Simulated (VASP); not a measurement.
A run of VASP 6.6.1 is set up as follows.

Contents of INCAR:

```
SYSTEM = KF
PREC = Accurate
ENCUT = 520
EDIFF = 1E-6
ISMEAR = 0
SIGMA = 0.01
LREAL = .False.
LASPH = .True.
NELM = 60
ALGO = Normal
ISIF = 2
LWAVE = .False.
LCHARG = .False.
GGA = CA
NBANDS = 15
```

Contents of KPOINTS:

```
regular mesh
0
Gamma
  8 8 8
  0 0 0
```

The input POSCAR:

```
KF
1.0
    3.1788706815      0.0000000000      0.0000000000
    0.0000000000      3.1788706815      0.0000000000
    0.0000000000      0.0000000000      3.1788706815
K F
1 1
Direct
    0.0000000000      0.0000000000      0.0000000000
    0.5000000000      0.5000000000      0.5000000000
```

Potentials or basis: VASP PAW LDA potentials, release 64 (K_sv, F).

Launch:

```sh
$ cat potpaw_LDA.64/K_sv/POTCAR potpaw_LDA.64/F/POTCAR > POTCAR
$ mpirun -np 1 vasp_std > vasp.out
```

Q: Predict the band gap on the k mesh.

A: 6.45 eV, indirect (least direct gap 6.48 eV).

Q: What does it give for the pressure?

A: -3.6 GPa.

A k mesh can miss the band edges.
